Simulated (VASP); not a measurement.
Write the native input for VASP 6.6.1 that does the following.

```
Task                   : single point
Functional             : PBE
Potentials or basis    : VASP PAW PBE potentials, release 64 (Ba_sv, S)
Cutoff                 : 500 eV
k mesh                 : 4 × 4 × 4
Occupations            : gaussian, width 0.05 eV
Spin                   : no spin polarisation
Dipole correction      : no
Further INCAR settings : ALGO = Normal; EDIFF = 1e-06; NBANDS = 15
```

The structure of BaS lies in POSCAR:

```
BaS
1.0
    0.0000000000      3.4499354802      3.4499354802
    3.4499354802      0.0000000000      3.4499354802
    3.4499354802      3.4499354802      0.0000000000
Ba S
1 1
Direct
    0.0000000000      0.0000000000      0.0000000000
    0.2500000000      0.2500000000      0.2500000000
```

These files were run (other wordings do the same):

INCAR

```
ALGO = Normal
EDIFF = 1E-6
ENCUT = 500
GGA = PE
GGA_COMPAT = F
ISIF = 2
ISMEAR = 0
LASPH = T
LCHARG = F
LREAL = F
LWAVE = F
NBANDS = 15
NELM = 120
PREC = Accurate
SIGMA = 0.05
```

KPOINTS

```
k-points
0
Gamma
  4 4 4
```

Potentials or basis: VASP PAW PBE potentials, release 64 (Ba_sv, S).

Run with:

```bash
$ cat potpaw_PBE.64/Ba_sv/POTCAR potpaw_PBE.64/S/POTCAR > POTCAR
$ mpirun -np 1 vasp_std > vasp.out
```

It gave:

```yaml
Pressure: 2.3 GPa
Band_gap_on_the_k_mesh: 2.85 eV, indirect (least direct gap 3.41 eV)
```

Caveat: spin-orbit coupling is left out, which moves the levels of the heavy elements.

It took 5.6 s on 1 thread of Intel(R) Xeon(R) 6975P-C (Granite Rapids) (shared host), peak memory 0.2 GiB.
